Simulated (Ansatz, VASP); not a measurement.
Sb: VASP beside Ansatz

```xyz
3
Lattice="5.4847 0.0000 0.0000 -2.7423 4.7499 0.0000 0.0000 0.0000 3.2735" Properties=species:S:1:pos:R:3 pbc="T T T"
Sb    5.4847    0.0000    0.0000
Sb    0.0000    3.1666    1.6368
Sb    2.7423    1.5833    1.6368
```

Alike in both runs: task single point; functional PBEsol; k mesh 8 × 8 × 11; occupations fermi-dirac, width 0.1 eV; no spin polarisation.

|  | VASP | Ansatz |
| --- | --- | --- |
| version | VASP 6.6.1 | Ansatz 0.2.0 |
| potentials or method | VASP PAW PBE potentials, release 64 (Sb), cutoff 520 eV | plane waves (420 eV) with PAW, scalar-relativistic |
| valence electrons in the cell | 15 | 45 |

```tsv
	VASP	Ansatz	Ansatz less VASP
pressure (GPa)	-4.5	-4.5	+0.03
traceless stress, the component that is largest in VASP (GPa)	-1.05	-1.05	+0.007
```

VASP's potentials were made for PBE, not for PBEsol, and Ansatz warns of the same on its side. VASP's potentials hold 15 valence electrons a cell and Ansatz's 45, so a difference there can come from the potentials and not from the codes.

Neither program's run includes spin-orbit coupling.
